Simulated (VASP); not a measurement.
# Si5Mo3 in VASP: a series of runs, part 2 of 2

VASP 6.6.1.

## 3. Single point, PBE

The input, INCAR:

```
SYSTEM = Si5Mo3
PREC     = Accurate       ! precision mode
ENCUT    = 400            ! plane-wave cutoff, eV
EDIFF    = 1E-6           ! SCF threshold, eV
ISMEAR   = -1             ! smearing method
SIGMA    = 0.1069         ! smearing width, eV
LREAL    = Auto         
LASPH    = .True.         ! aspherical terms in the spheres
NELM     = 120            ! most SCF steps
ALGO     = Normal         ! electronic algorithm
ISIF     = 2              ! what is computed and relaxed
LWAVE    = .False.        ! write WAVECAR
LCHARG   = .False.        ! write CHGCAR
GGA      = PE             ! functional
NBANDS   = 111            ! bands
ISYM     = -1           
GGA_COMPAT= .False.
```

The input, KPOINTS:

```
explicit points
1
Reciprocal
  0.25000000   0.25000000   0.25000000 1
```

The input, POSCAR:

```
Si5Mo3
1.0
    7.4574090000      0.0809830000      0.1775480000
    0.0809830000      6.8034930000      0.1053960000
    0.1775480000      0.1053960000      7.5398230000
Si Mo
15 9
Direct
    0.8984281533      1.0254777700      0.8578386553
    0.5724365518      0.1371429626      0.3446068582
    0.7682463532      0.5375307571      0.5501097048
    0.4745515289      0.3174389426      0.7221314785
    0.3009111181      0.7958920905      0.4665836307
    0.0942180303      0.2665981035      0.9645205734
    0.1458601345      0.8896366291      0.1125491517
    0.6186035713      0.8107574768      0.5368496818
    0.3282558869      0.8166563122      0.8605578029
    0.1546532995      0.1218682551      0.6477844625
    0.7601377620      0.4059173846      0.8594318450
    0.5869738251      0.6668028009      0.2363553658
    0.1373348131      0.5560748848      0.2347112671
    0.5129581388      0.0940039073      0.0381341409
    0.3834573552      0.4147812225      0.4254367287
    0.7913077762      0.1618808714      0.5540736554
    0.8164480432      0.9193208965      0.1738045492
    0.6461940529      0.7596319789      0.8552356423
    0.0352370575      0.6369835474      0.9511963627
    0.4225852369      0.4575808860      0.0205171449
    0.8301537382      0.3784517913      0.2489235568
    0.2137008229      0.1505427759      0.2923274512
    0.1231053189      0.4981603296      0.6198930387
    0.9825677163      0.8598971475      0.5431467486
```

Potentials or basis: VASP PAW PBE potentials, release 64 (Si, Mo_sv).

Run with:

```bash
$ cat potpaw_PBE.64/Si/POTCAR potpaw_PBE.64/Mo_sv/POTCAR > POTCAR
$ mpirun -np 1 vasp_std > vasp.out
```

OUTCAR:

```text
SYSTEM = Si5Mo3
   PREC = Accurate
   ENCUT = 400
   EDIFF = 1E-6
   ISMEAR = -1
   LREAL = Auto
   LASPH = .True.
   NELM = 120
   ISIF = 2
   GGA = PE
   ISYM = -1

 ion  position               nearest neighbor table
   1  0.898  0.025  0.858-   6 2.40  10 2.51  17 2.52  16 2.60  18 2.64  24 2.70  11 2.76   7 2.85
                            19 2.89
   2  0.572  0.137  0.345-  16 2.34  14 2.40  15 2.41  21 2.62  17 2.63   8 2.64  22 2.72
   3  0.768  0.538  0.550-   8 2.15  11 2.47  16 2.56  21 2.56  23 2.73  24 2.74  12 2.89  18 2.89
                             4 2.91
   4  0.475  0.317  0.722-  15 2.44  20 2.48  11 2.51  14 2.81  16 2.83  10 2.85   3 2.91  23 2.99

   5  0.301  0.796  0.467-  24 2.45   8 2.46  23 2.65  15 2.68  13 2.77  22 2.79  10 2.81  12 2.83
                             9 3.00   7 3.01
   6  0.094  0.267  0.965-   1 2.40  19 2.55  10 2.63  22 2.76  11 2.79   7 2.79  20 2.85  13 2.91
                            21 2.95  23 3.00
   7  0.146  0.890  0.113-  19 2.32   9 2.34  22 2.34  13 2.43  17 2.48   6 2.79   1 2.85   5 3.01
                            14 3.12
   8  0.619  0.811  0.537-   3 2.15  18 2.43   5 2.46  12 2.52   2 2.64  24 2.75  16 2.75  17 3.13
[... 19 lines left out ...]
  18  0.646  0.760  0.855-   9 2.39   8 2.43  11 2.53   1 2.64  14 2.83   3 2.89  20 2.89  12 2.94
                            17 3.01  19 3.11  24 3.42
  19  0.035  0.637  0.951-   7 2.32  13 2.35   6 2.55   9 2.58  11 2.74  23 2.74   1 2.89  17 2.99
                            18 3.11  21 3.17  20 3.17  24 3.43
  20  0.423  0.458  0.021-   4 2.48  14 2.55  12 2.57  13 2.69  11 2.76   9 2.78   6 2.85  18 2.89
                            15 3.06  19 3.17  22 3.25
  21  0.830  0.378  0.249-   3 2.56  13 2.61   2 2.62  12 2.64  16 2.70   6 2.95  11 3.01  19 3.17
                            17 3.20  22 3.25
  22  0.214  0.151  0.292-   7 2.34  15 2.49  10 2.70   2 2.72   6 2.76   5 2.79  13 2.83  14 2.90
                            24 3.18  21 3.25  20 3.25
  23  0.123  0.498  0.620-  15 2.44  10 2.57   5 2.65  24 2.71   3 2.73  19 2.74  13 2.92   4 2.99
                             6 3.00  11 3.25   9 3.31  16 3.47
  24  0.983  0.860  0.543-  10 2.39   5 2.45  16 2.48   1 2.70  23 2.71   3 2.74   8 2.75  17 3.11
                            22 3.18  13 3.31  18 3.42  19 3.43

IMPORTANT INFORMATION: All symmetrisations will be switched off!
NOSYMM: (Re-)initialisation of all symmetry stuff for point group C_1.

----------------------------------------------------------------------------------------

                                     Primitive cell
[... 129 lines left out ...]
   NGX = 25   NGY = 23   NGZ = 25

 number of electron     186.0000001 magnetization

 Free energy of the ion-electron system (eV)
  ---------------------------------------------------
  ext. energy  EPLUGINS =         0.00000000
  ---------------------------------------------------
  free energy    TOTEN  =      -174.36427881 eV

  energy without entropy =     -173.89726687  energy(sigma->0) =     -174.13077284

 E-fermi :   9.9306     XC(G=0): -11.6299

 val. band max:        9.8061113336   @ k =   0.2500   0.2500   0.2500
 cond. band min:      10.0593147413   @ k =   0.2500   0.2500   0.2500
 fundamental gap:      0.2532034077
 Fermi energy:         9.9306143574

 k-point     1 :       0.2500    0.2500    0.2500
  band No.  band energies     occupation
      1     -51.0473      2.00000
      2     -51.0124      2.00000
      3     -50.9270      2.00000
      4     -50.9204      2.00000
      5     -50.8372      2.00000
      6     -50.8036      2.00000
[... 97 lines left out ...]
    104      11.2301      0.00001
    105      11.3881      0.00000
 [bands above 105 left out]

------------------------ aborting loop because EDIFF is reached ----------------------------------------

  FORCE on cell =-STRESS in cart. coord.  units (eV):
  Direction    XX          YY          ZZ          XY          YZ          ZX
  --------------------------------------------------------------------------------------
  -------------------------------------------------------------------------------------
  Total       -9.6082237     -2.5232336    -16.1284748     -3.7624272     -1.7465856      4.6634311
  in kB      -40.2775486    -10.5773624    -67.6103567    -15.7720457     -7.3216641     19.5490427
  external PRESSURE =     -39.4884226 kB  Pullay stress =       0.0000000 kB

 VOLUME and BASIS-vectors are now :
 -----------------------------------------------------------------------------
  energy-cutoff  :      400.00
  volume of cell :      382.20
      direct lattice vectors                 reciprocal lattice vectors
     7.457409000  0.080983000  0.177548000     0.134186363 -0.001548626 -0.003138177
     0.080983000  6.803493000  0.105396000    -0.001548626  0.147033030 -0.002018846
     0.177548000  0.105396000  7.539823000    -0.003138177 -0.002018846  0.132731227

 POSITION                                       TOTAL-FORCE (eV/Angst)
 -----------------------------------------------------------------------------------
      6.85432      0.33651      6.63015        -0.481402     -1.024728      0.187324
      4.34118      1.01573      2.71436        -1.345435     -0.683477     -1.202433
      5.87033      3.77728      4.34078         1.926796     -1.624050     -0.093971
      3.69285      2.27423      5.56246        -0.440242     -0.290180     -0.016738
      2.39131      5.48839      3.65527         0.233839      0.381979     -0.247241
      0.89546      1.92309      7.31714         0.810137      0.684245      0.893345
[... 16 lines left out ...]
      1.06845      3.46453      4.74824         0.073904     -0.053323     -0.555015
      7.49348      5.98712      4.36031        -1.086636     -2.403865      0.168138
 -----------------------------------------------------------------------------------
    total drift:                               -0.002007     -0.000146     -0.003677

  FREE ENERGIE OF THE ION-ELECTRON SYSTEM (eV)
  ---------------------------------------------------
  free  energy   TOTEN  =      -174.3642788108 eV

  energy  without entropy=     -173.8972668719  energy(sigma->0) =     -174.13077284
```

OSZICAR:

```text
N       E                     dE             d eps       ncg     rms          rms(c)
DAV:   1     0.143339137964E+04    0.14334E+04   -0.90553E+04   254   0.130E+03
DAV:   2    -0.982187170318E+02   -0.15316E+04   -0.14931E+04   261   0.382E+02
DAV:   3    -0.180989581396E+03   -0.82771E+02   -0.80105E+02   292   0.759E+01
[... 12 lines left out ...]
DAV:  16    -0.174364315143E+03    0.91595E-05   -0.63319E-04   284   0.989E-02    0.658E-02
DAV:  17    -0.174364278598E+03    0.36545E-04   -0.21035E-04   284   0.611E-02    0.251E-02
DAV:  18    -0.174364280700E+03   -0.21020E-05   -0.34420E-05   276   0.224E-02    0.156E-02
DAV:  19    -0.174364278676E+03    0.20240E-05   -0.17675E-05   260   0.173E-02    0.783E-03
DAV:  20    -0.174364278811E+03   -0.13482E-06   -0.29293E-06   172   0.688E-03
   1 F= -.17436428E+03 E0= -.17413077E+03  d E =-.467012E+00
```

Wall time 1.7 min (1 thread of Intel Xeon 8259CL, shared host); peak memory 0.33 GiB.

Results:

```
Free energy   : -174.3643 eV
Pressure      : -3.9 GPa
Largest force : 3.792 eV/Å
```

Forces in eV/Å, atoms in the order of the input:
```
Si  -0.481 -1.025  0.187
Si  -1.345 -0.683 -1.202
Si   1.927 -1.624 -0.094
Si  -0.440 -0.290 -0.017
Si   0.234  0.382 -0.247
Si   0.810  0.684  0.893
Si   0.365  1.562  1.157
Si  -1.119  3.578 -0.572
Si  -0.166 -0.618 -1.545
Si   1.027  0.569  0.100
Si   0.580  0.111  0.962
Si   0.241 -0.710 -0.873
Si   0.048 -1.767  1.870
Si   0.087 -0.845 -0.045
Si   0.455  0.778 -0.865
Mo   0.050  1.266  2.145
Mo  -1.140  1.030  1.038
Mo   0.770  0.335  0.829
Mo  -1.323 -0.294 -2.942
Mo   0.082 -0.700 -0.109
Mo   0.034  0.382 -0.603
Mo   0.321  0.336  0.320
Mo   0.074 -0.053 -0.555
Mo  -1.087 -2.404  0.168
```

Levels at points of the mesh, in eV from the Fermi level:
| k point | band 90 | band 91 | band 92 | band 93 | band 94 | band 95 | band 96 | band 97 |
| --- | --- | --- | --- | --- | --- | --- | --- | --- |
| (0.25, 0.25, 0.25) | -0.42 | -0.38 | -0.25 | -0.12 | 0.13 | 0.23 | 0.41 | 0.48 |

Caveat: the atoms stand as in a frame of molecular dynamics.

## 4. Single point, PBE

The input, INCAR:

```
PREC = Accurate
ENCUT = 400
EDIFF = 1E-6
ISMEAR = -1
SIGMA = 0.1069
LREAL = Auto
LASPH = T
NELM = 120
ALGO = Normal
ISIF = 2
LWAVE = F
LCHARG = T
GGA = PE
LELF = T
LVHAR = T
NBANDS = 111
ISYM = -1
GGA_COMPAT = F
```

KPOINTS is that of step 3.

The input, POSCAR:

```
Si5Mo3
1.0
    7.4574090000      0.0809830000      0.1775480000
    0.0809830000      6.8034930000      0.1053960000
    0.1775480000      0.1053960000      7.5398230000
Si Mo
15 9
Direct
    0.9155084858      1.0275611058      0.8546015562
    0.5404830841      0.1227104556      0.3198634926
    0.7918978621      0.5558185519      0.5630584519
    0.4749609449      0.2835241959      0.7134934491
    0.3415916511      0.7866471776      0.4331408867
    0.0753189489      0.2448595321      1.0157722610
    0.1433078511      0.8751806341      0.1188297709
    0.6137405456      0.8770451015      0.5500990604
    0.3242363176      0.7898153286      0.8061625736
    0.1594680087      0.1376207602      0.6546730734
    0.7601593139      0.4425765339      0.9095000556
    0.5581680711      0.6784098385      0.1713944335
    0.0683125281      0.5631031594      0.3056230135
    0.4683009940      0.0701115111      0.0110004734
    0.4129424818      0.4227326624      0.3788376142
    0.7839248520      0.2046932546      0.6030711676
    0.7900277920      0.9484872570      0.1878606942
    0.6773891668      0.7852884839      0.8528055159
    0.0560833198      0.6073653304      0.9585603856
    0.3924607050      0.4361857908     -0.0001387103
    0.7900100159      0.3634975190      0.2406902811
    0.2063639965      0.1525187770      0.2947701314
    0.1585665962      0.4983357537      0.6423013144
    0.9690999110      0.8653750605      0.5470911159
```

Run with:

```bash
$ cat potpaw_PBE.64/Si/POTCAR potpaw_PBE.64/Mo_sv/POTCAR > POTCAR
$ mpirun -np 1 vasp_std > vasp.out
```

It took 2 min on 1 thread of Intel Xeon 8259CL, shared host; peak memory 0.33 GiB.

Results (log left out):

* Free energy: -176.0325 eV
* Pressure: -5.2 GPa
* Largest force: 2.481 eV/Å

Forces on the atoms (eV/Å):
```
Si  -0.043 -0.659  0.801
Si   0.284 -0.394  0.697
Si   0.733  0.180 -0.021
Si  -0.502  0.603  0.274
Si  -1.213  0.432  0.512
Si  -0.382  0.425 -0.015
Si   0.320  0.347  0.835
Si   0.162  0.446 -0.544
Si   0.486 -0.340 -0.309
Si   0.213 -0.709 -0.335
Si  -0.536 -1.583 -0.948
Si   0.910 -0.575  0.491
Si  -0.622 -0.605 -0.060
Si   0.243 -0.313  0.317
Si  -0.101  1.171  0.139
Mo  -0.699 -0.977 -1.082
Mo   1.177 -0.333  0.305
Mo  -1.934  1.543  0.178
Mo  -1.053  1.424  0.006
Mo   0.483 -0.049 -0.038
Mo  -0.745  1.305 -0.358
Mo   0.222 -0.602  1.010
Mo   1.303  0.112 -1.895
Mo   1.294 -0.846  0.039
```

Stress tensor (GPa, compression positive):
```
-9.05  0.37  3.02
 0.37 -0.56 -0.20
 3.02 -0.20 -6.02
```

Levels at points of the mesh, in eV from the Fermi level:
```
           k point  band 89  band 90  band 91  band 92  band 93  band 94  band 95  band 96  band 97  band 98
(0.25, 0.25, 0.25)    -0.64    -0.51    -0.42    -0.20    -0.01     0.04     0.14     0.36     0.52     0.64
```

Caveat: the atoms stand as in a frame of molecular dynamics.

## 5. Single point, PBE

The input, INCAR:

```
ALGO     = Normal         # electronic algorithm
EDIFF    = 1E-6           # SCF threshold, eV
ENCUT    = 400            # plane-wave cutoff, eV
GGA      = PE             # functional
GGA_COMPAT= False        
ISIF     = 2              # what is computed and relaxed
ISMEAR   = -1             # smearing method
ISYM     = -1           
LASPH    = True           # aspherical terms in the spheres
LCHARG   = False          # write CHGCAR
LREAL    = Auto         
LWAVE    = False          # write WAVECAR
NBANDS   = 111            # bands
NELM     = 120            # most SCF steps
PREC     = Accurate       # precision mode
SIGMA    = 0.05           # smearing width, eV
```

KPOINTS is that of step 4.

The input, POSCAR:

```
Si5Mo3
1.0
    7.4574090000      0.0809830000      0.1775480000
    0.0809830000      6.8034930000      0.1053960000
    0.1775480000      0.1053960000      7.5398230000
Si Mo
15 9
Direct
    0.9320488551     -0.0055130194      0.8840817139
    0.5323365347      0.1431476265      0.3577072732
    0.8196714201      0.5324202552      0.5520140212
    0.4888292870      0.3034891070      0.7119067384
    0.3234715014      0.8199485025      0.4723557820
    0.0569953252      0.2567849896      0.0260680500
    0.1631994492      0.8597544161      0.1458448809
    0.6358108383      0.8450330712      0.5211729707
    0.3357688517      0.7655494475      0.8043675644
    0.1726816594      0.1209945830      0.6560013904
    0.7421568205      0.4285502327      0.8750465443
    0.5805740383      0.6890028799      0.1685652426
    0.0773379666      0.5354574158      0.3024038799
    0.4966896704      0.0685310092      0.0550337651
    0.4122461634      0.4677247834      0.3580665218
    0.7775094943      0.1757261606      0.5927572716
    0.7936938838      0.9449484921      0.2112967966
    0.6556377672      0.8072085338      0.8580769436
    0.0372981360      0.6319605323      0.9575071826
    0.4070566300      0.4383869244      1.0062142946
    0.7733355317      0.3991785809      0.2380762781
    0.2047525850      0.1417205134      0.3057611316
    0.1935701636      0.4953676240      0.6192734549
    0.9763132977      0.8368588759      0.5428452297
```

Run with:

```bash
$ cat potpaw_PBE.64/Si/POTCAR potpaw_PBE.64/Mo_sv/POTCAR > POTCAR
$ mpirun -np 1 vasp_std > vasp.out
```

It took 2.1 min on 1 thread of Intel Xeon 8259CL, shared host; peak memory 0.33 GiB.

The run converged. Its results:

| Item | Value |
| --- | --- |
| Free energy | -178.5515 eV |
| Pressure | -6.6 GPa |
| Largest force | 1.470 eV/Å |

Forces on the atoms (eV/Å):
```
Si  -0.036 -0.060 -0.604
Si   0.937 -0.284  0.539
Si   0.185 -0.901  0.179
Si  -0.616 -0.286  0.034
Si  -0.212  0.098  0.136
Si   0.327  0.595  0.186
Si  -0.327 -0.262 -0.253
Si  -0.149  0.514  0.030
Si  -0.572 -0.595  0.149
Si  -0.598  0.073 -0.296
Si   0.204 -0.109  0.420
Si  -0.415 -0.233 -0.084
Si  -0.724 -0.491 -0.644
Si  -0.389  0.531 -0.714
Si  -0.035 -0.200  0.149
Mo   0.636 -0.154  0.272
Mo   1.276  0.488  0.544
Mo   0.083  0.352 -0.247
Mo  -0.451  0.451 -0.193
Mo  -0.291  0.187 -0.019
Mo   0.146 -0.829  0.097
Mo   0.289  0.881  0.261
Mo  -0.233 -0.636 -0.396
Mo   0.966  0.870  0.454
```

Stress tensor (GPa, compression positive):
```
-7.39  1.40  2.45
 1.40 -4.49 -0.81
 2.45 -0.81 -7.93
```

Levels at points of the mesh, in eV from the Fermi level:
```tsv
k point	band 90	band 91	band 92	band 93	band 94	band 95	band 96	band 97
(0.25, 0.25, 0.25)	-0.57	-0.44	-0.36	-0.12	0.12	0.26	0.43	0.50
```

Caveat: the atoms stand as in a frame of molecular dynamics.

## 6. The runs side by side

| cell | smearing | pressure (GPa) | largest force (eV/Å) |
| --- | --- | --- | --- |
| as given, atomic positions A | fermi-dirac 0.1069 eV | -1.2 | 3.55 |
| as given, atomic positions B | fermi-dirac 0.1069 eV | -3.9 | 3.79 |
| as given, atomic positions C | fermi-dirac 0.1069 eV | -5.2 | 2.48 |
| as given, atomic positions D | fermi-dirac 0.05 eV | -6.6 | 1.47 |

Alike in all rows: task single point; level PBE; potentials or basis VASP PAW PBE potentials, release 64 (Si, Mo_sv); no spin polarisation; k mesh 1 × 1 × 1, shifted; cutoff (eV) 400.

Caveats: the atoms stand as in a frame of molecular dynamics.

Total energies depend on the potentials used, so only differences within one code and one set of settings carry meaning.
